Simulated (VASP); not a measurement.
The system is Al2O3.

```
Al O
1.0
     2.38025    1.37424    4.33187
    -2.38025    1.37424    4.33187
     0.00000   -2.74848    4.33187
Al O
4 6
Direct
  0.35216 0.35216 0.35216
  0.14784 0.14784 0.14784
  0.64784 0.64784 0.64784
  0.85216 0.85216 0.85216
  0.55668 0.94332 0.25000
  0.25000 0.55668 0.94332
  0.94332 0.25000 0.55668
  0.44332 0.05668 0.75000
  0.75000 0.44332 0.05668
  0.05668 0.75000 0.44332
```

* Program: VASP 6.6.1
* Task: relaxation of cell and atoms
* Functional: LDA
* Potentials or basis: VASP PAW LDA potentials, release 64 (Al, O)
* Cutoff: 600 eV
* k mesh: 5 × 5 × 5
* Occupations: gaussian, width 0.01 eV
* Spin: no spin polarisation

At the start: pressure -4.9 GPa; volume 8.50 Å³/atom.

Task: Where does the relaxation end?

Result: Over 14 steps the energy falls by 2.8 meV/atom and the volume is 8.34 Å³/atom (-1.9 %); space group R-3c (No. 167, to 0.1 Å) before and after.

The path:
| step | energy change (eV) | largest force (eV/Å) | pressure (GPa) | volume (Å³) |
| --- | --- | --- | --- | --- |
| 1 | 0.0000 | 0.1259 | -4.93 | 85.02 |
| 2 | -0.0035 | 0.0671 | 5.05 | 81.84 |
| 3 | -0.0274 | 0.0312 | 0.05 | 83.36 |
| 4 | -0.0273 | 0.0291 | 0.16 | 83.32 |
| 5 | -0.0276 | 0.0129 | 0.07 | 83.35 |
| 6 | -0.0276 | 0.0063 | 0.09 | 83.35 |
| 7 | -0.0276 | 0.0071 | 0.09 | 83.35 |
| 8 | -0.0276 | 0.0027 | -0.06 | 83.40 |
| 9 | -0.0276 | 0.0040 | -0.02 | 83.38 |
| 10 | -0.0276 | 0.0042 | -0.02 | 83.38 |
| 11 | -0.0276 | 0.0056 | 0.04 | 83.36 |
| 12 | -0.0276 | 0.0043 | -0.01 | 83.38 |
| 13 | -0.0276 | 0.0042 | -0.01 | 83.38 |
| 14 | -0.0276 | 0.0012 | -0.01 | 83.37 |

Final structure:
```yaml
crystal:
  lattice:
    - [2.36624, 1.36615, 4.29861]
    - [-2.36624, 1.36615, 4.29861]
    - [0.00000, -2.73230, 4.29861]
  atoms:
    - { symbol: Al, position: [0.35199, 0.35199, 0.35199] }
    - { symbol: Al, position: [0.14801, 0.14801, 0.14801] }
    - { symbol: Al, position: [0.64801, 0.64801, 0.64801] }
    - { symbol: Al, position: [0.85199, 0.85199, 0.85199] }
    - { symbol: O, position: [0.55575, 0.94425, 0.25000] }
    - { symbol: O, position: [0.25000, 0.55575, 0.94425] }
    - { symbol: O, position: [0.94425, 0.25000, 0.55575] }
    - { symbol: O, position: [0.44425, 0.05575, 0.75000] }
    - { symbol: O, position: [0.75000, 0.44425, 0.05575] }
    - { symbol: O, position: [0.05575, 0.75000, 0.44425] }
```
